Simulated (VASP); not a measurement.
Os:

```
CELL_PARAMETERS angstrom
2.69715 0.00000 0.00000
-1.34857 2.33580 0.00000
0.00000 0.00000 4.26132
ATOMIC_POSITIONS crystal
Os 0.66667 0.33333 0.75000
Os 0.33333 0.66667 0.25000
```

Base run:

| Quantity | Value |
| --- | --- |
| Program | VASP 6.6.1 |
| Functional | PBEsol |
| Potentials or basis | VASP PAW PBE potentials, release 64 (Os_sv_GW) |
| Cutoff | 560 eV |
| k mesh | 11 × 11 × 6 |
| Occupations | fermi-dirac, width 0.05 eV |
| Spin | no spin polarisation |

Its results: band gap on the k mesh zero (bands 16 and 17 overlap by 4.17 eV); pressure 14.8 GPa.

**Question.** The run is repeated on the same cell with these changes: functional from PBEsol to SVWN5. What comes out?

**Answer.** Band gap on the k mesh zero (bands 16 and 17 overlap by 4.16 eV); pressure 7.8 GPa.

SVWN5 binds more tightly than PBEsol, so the same cell stands under less pressure.

Caveats: the cell stands under pressure; the PAW data sets were made with another functional, which shifts forces and pressure a little; spin-orbit coupling is left out, which moves the levels of the heavy elements.
